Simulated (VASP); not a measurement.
The system is GeW.

```
CELL_PARAMETERS angstrom
0.00000 2.57761 2.57761
2.57761 0.00000 2.57761
2.57761 2.57761 0.00000
ATOMIC_POSITIONS crystal
Ge 0.50000 0.50000 0.50000
W 0.00000 0.00000 0.00000
```

```yaml
Program: VASP 6.6.1
Task: relaxation of cell and atoms
Functional: revPBE
Dispersion: D3(BJ)
Potentials_or_basis: VASP PAW PBE potentials, release 64 (Ge_d, W_sv)
Cutoff: 600 eV
k_mesh: 9 × 9 × 9
Occupations: fermi-dirac, width 0.05 eV
Spin: no spin polarisation
```

At the start: pressure -6.5 GPa; volume 17.13 Å³/atom.

Task: How do energy, volume and symmetry change on relaxing?

Result: Over 8 steps the energy falls by 13.0 meV/atom and the volume is 16.50 Å³/atom (-3.6 %); space group Fm-3m (No. 225, to 0.05 Å).

Step by step:
```
step  energy change (eV)  largest force (eV/Å)  pressure (GPa)  volume (Å³)
   1              0.0000                0.0000           -6.47        34.25
   2              0.0591                0.0000           13.83        30.94
   3             -0.0260                0.0000           -0.14        33.04
   4             -0.0261                0.0000           -0.15        33.01
   5             -0.0058                0.0000            6.46        31.96
   6             -0.0261                0.0000            0.25        32.99
   7             -0.0259                0.0000           -0.48        33.09
   8             -0.0261                0.0000           -0.06        33.01
```

Final structure:
```yaml
crystal:
  lattice:
    - [0.00000, 2.54602, 2.54602]
    - [2.54602, 0.00000, 2.54602]
    - [2.54602, 2.54602, 0.00000]
  atoms:
    - { symbol: Ge, position: [0.50000, 0.50000, 0.50000] }
    - { symbol: W, position: [0.00000, 0.00000, 0.00000] }
```

Caveat: the PAW data sets were made with another functional, which shifts forces and pressure a little; pairwise dispersion overbinds metals, which lowers pressure and volume.
